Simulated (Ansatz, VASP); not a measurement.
BP in VASP and in Ansatz

```xyz
2
Lattice="2.7081 0.0000 0.0000 0.0000 2.7081 0.0000 0.0000 0.0000 2.7081" Properties=species:S:1:pos:R:3 pbc="T T T"
B     0.0000    0.0000    0.0000
P     1.3540    1.3540    1.3540
```

Alike in both runs: task single point; functional PBEsol; k mesh 6 × 6 × 6; occupations methfessel-paxton of order 1, width 0.5 eV; no spin polarisation.

|  | VASP | Ansatz |
| --- | --- | --- |
| version | VASP 6.6.1 | Ansatz 0.2.0 |
| potentials or method | VASP PAW PBE potentials, release 64 (B, P) | plane waves |
| plane-wave cutoff (eV) | 500 | 420 |
| valence electrons in the cell | 8 | 8 |

|  | VASP | Ansatz | Ansatz less VASP |
| --- | --- | --- | --- |
| pressure (GPa) | 0.3 | 0.1 | -0.16 |

VASP's potentials were made for PBE, not for PBEsol. The functional is the same, so the differences come from potentials, cutoffs and numerics.

The k mesh is coarse, so the values compare programs but aren't converged.
